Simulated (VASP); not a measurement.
**In3GaSb2N2: relaxation of cell and atoms with PBE**

Crystal: In3GaSb2N2.

```xyz
8
Lattice="3.8000 0.0000 0.0000 0.0000 3.8000 0.0000 0.0000 0.0000 11.5700" Properties=species:S:1:pos:R:3 pbc="T T T"
In    1.9000    1.9000    1.7933
In    1.9000    1.9000    9.7767
In    0.0000    0.0000    5.7850
Ga    0.0000    0.0000    0.0000
Sb    1.9000    0.0000    7.7519
Sb    0.0000    1.9000    3.8181
N     0.0000    1.9000   10.7601
N     1.9000    0.0000    0.8099
```

| Quantity | Value |
| --- | --- |
| Program | VASP 6.6.1 |
| Task | relaxation of cell and atoms |
| Functional | PBE |
| Potentials or basis | VASP PAW PBE potentials, release 64 (In_d, Ga_d, Sb_d_GW, N) |
| Cutoff | 700 eV |
| k mesh | 3 × 3 × 1 |
| Occupations | gaussian, width 0.15 eV |
| Spin | no spin polarisation |
| Dipole correction | no |
| Further INCAR settings | ALGO = Normal; EDIFF = 1e-07; IBRION = 2; EDIFFG = -0.08; NSW = 36; ISIF = 3 |

| Quantity | Value |
| --- | --- |
| Relaxed volume | 23.70 Å³/atom |
| Relaxed cell | a = 3.988 Å, b = 3.988 Å, c = 11.923 Å, α = 90.00°, β = 90.00°, γ = 90.00° |
| Space group after relaxing (to 0.1 Å) | P-4m2 (No. 115) |
| Energy gained by relaxing | 86.1 meV/atom |
| Ionic steps | 5 |
| Pressure after relaxing | 0.1 GPa |
| Largest force after relaxing | 0.067 eV/Å |
| Band gap on the k mesh | zero (filled and empty bands touch) |

Forces in eV/Å, atoms in the order of the input:
```
In   0.000  0.000  0.067
In   0.000  0.000 -0.067
In   0.000  0.000  0.000
Ga   0.000  0.000  0.000
Sb   0.000  0.000  0.045
Sb   0.000  0.000 -0.045
N    0.000  0.000 -0.032
N    0.000  0.000  0.032
```

Stress tensor (GPa, compression positive):
```
0.18 0.00 0.00
0.00 0.18 0.00
0.00 0.00 0.07
```

The path:
| step | energy change (eV) | largest force (eV/Å) | pressure (GPa) | volume (Å³) |
| --- | --- | --- | --- | --- |
| 1 | 0.0000 | 0.5987 | 10.02 | 167.07 |
| 2 | -0.5049 | 0.5668 | -3.31 | 200.69 |
| 3 | -0.6348 | 0.5005 | -0.06 | 188.88 |
| 4 | -0.6582 | 0.4101 | -0.02 | 189.07 |
| 5 | -0.6889 | 0.0674 | 0.14 | 189.61 |

Final structure:
```
In Ga Sb N
1.0
     3.98793    0.00000    0.00000
     0.00000    3.98793    0.00000
     0.00000    0.00000   11.92255
In Ga Sb N
3 1 2 2
Cartesian
  1.9940 1.9940 1.8495
  1.9940 1.9940 10.0731
  0.0000 3.9879 5.9613
  0.0000 3.9879 0.0000
  1.9940 0.0000 7.8879
  0.0000 1.9940 4.0347
  0.0000 1.9940 11.1223
  1.9940 3.9879 0.8002
```

Levels at points of the mesh, in eV from the Fermi level:
| k point | band 44 | band 45 | band 46 | band 47 | band 48 | band 49 |
| --- | --- | --- | --- | --- | --- | --- |
| (0.00, 0.00, 0.00) | -1.07 | -1.07 | -0.03 | -0.03 | 0.23 | 1.52 |

Run time: 5.7 min on 1 thread of Intel(R) Xeon(R) Platinum 8488C (Sapphire Rapids), with other jobs on the host, peak memory 0.41 GiB.

Caveat: the k points lie up to 0.53 Å⁻¹ apart in the final cell; semilocal functionals underestimate gaps, and a narrow one can read as zero; spin-orbit coupling is left out, which moves the levels of the heavy elements; the relaxation stopped at a loose force limit of 0.08 eV/Å, so its end isn't a converged minimum.
